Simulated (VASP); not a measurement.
Set up this calculation in VASP 6.6.1, as the native input.

* Task: single point
* Functional: PBE
* Dispersion: D3(BJ)
* Potentials or basis: VASP PAW PBE potentials, release 64 (O_h, C_h, H_h)
* Cutoff: 1000 eV
* k mesh: 1 × 1 × 1
* Occupations: fermi-dirac, width 0.02 eV
* Spin: no spin polarisation
* Dipole correction: no
* Further INCAR settings: LREAL = Auto; ALGO = Normal; EDIFF = 1e-06; NBANDS = 86

The structure of H2CO lies in POSCAR:

```
H2CO
1.0
    8.1882440000      0.0000000000      0.0000000000
    0.0000000000      8.1882440000      0.0000000000
    0.0000000000      0.0000000000      8.1882440000
O C H
10 10 20
Direct
    0.4565423823      0.1676902404      0.5437981621
    0.5706723789      0.8249994686      0.7521164303
    0.3135975629      0.3938369706      0.0227182585
    1.0211194029      0.0740293126      0.4274987614
    0.8120633177      0.4993788847      0.9773297934
    0.7813049500      0.0537702897      0.9659500948
    0.6645884737      0.8645108065      0.3492832605
    0.2808480665      0.8396436253      0.0637166584
    0.3482960973      0.6121706476      0.4431038307
    0.0083828294      0.5527783204      0.5993800769
    0.3710830648      0.0512924238      0.5090434690
    0.7025794076      0.7619355665      0.7278388554
    0.4244112128      0.4907922607      0.0402323192
    0.9058233265      0.1654564148      0.4479505714
    0.9405455372      0.4247705635      0.9743496838
    0.6476569698      0.0887534230      0.9095504434
    0.6787494473      0.8110539546      0.2115950508
    0.1382471248      0.8747178512      0.0808038500
    0.4112939090      0.5108636690      0.5316980546
    0.0791259736      0.6813263930      0.5743139958
    0.3640408061      0.0034809852      0.3825127897
    0.2986538514     -0.0132624467      0.6039893435
    0.8177662487      0.8188792216      0.7731450622
    0.7156796847      0.6451041703      0.6603857444
    0.5020652120      0.5298567732     -0.0641519884
    0.4530634330      0.5465425560      0.1608846060
    0.7802371206      0.1183207669      0.4729909190
    0.9224345471      0.3008106220      0.4424934705
    0.9580444034      0.3093729218      1.0436748817
    1.0461745427      0.4672892895      0.9005513878
    0.6342304153      0.1563872488      0.7928290266
    0.5316846943      0.0599250882      0.9740920391
    0.5813787992      0.8277773487      0.1182890713
    0.7877327776      0.7393366398      0.1721138991
    0.0768963957      0.9736443595      0.0099098161
    0.0611274880      0.8073515003      0.1711811426
    0.5348465744      0.4610372994      0.5065458817
    0.3486445378      0.4607524949      0.6413120211
    0.1641129486      0.7341415417      0.6666116182
    0.0564488845      0.7571779323      0.4643546474
```

The input as run:

INCAR

```
SYSTEM = H2CO
PREC = Accurate ; ENCUT = 1000
EDIFF = 1E-6 ; ISMEAR = -1
SIGMA = 0.02 ; LREAL = Auto
LASPH = .True. ; NELM = 120
ALGO = Normal ; ISIF = 2
LWAVE = .False. ; LCHARG = .False.
GGA = PE ; IVDW = 12
NBANDS = 86 ; GGA_COMPAT = .False.
```

KPOINTS

```
Automatic mesh
0
Gamma
  1 1 1
  0 0 0
```

Potentials or basis: VASP PAW PBE potentials, release 64 (O_h, C_h, H_h).

Launch:

```bash
$ cat potpaw_PBE.64/O_h/POTCAR potpaw_PBE.64/C_h/POTCAR potpaw_PBE.64/H_h/POTCAR > POTCAR
$ mpirun -np 1 vasp_gam > vasp.out
```

It gave:

```
Pressure                   : -0.4 GPa
Largest force              : 0.256 eV/Å
Band gap on the k mesh     : 2.93 eV
Dispersion energy per atom : -0.041 eV
```

Caveat: the k points lie up to 0.77 Å⁻¹ apart.

Run time: 4.3 min on 1 thread of Intel(R) Xeon(R) Platinum 8259CL CPU @ 2.50GHz (Skylake/Cascade Lake), on a shared host, peak memory 1 GiB.
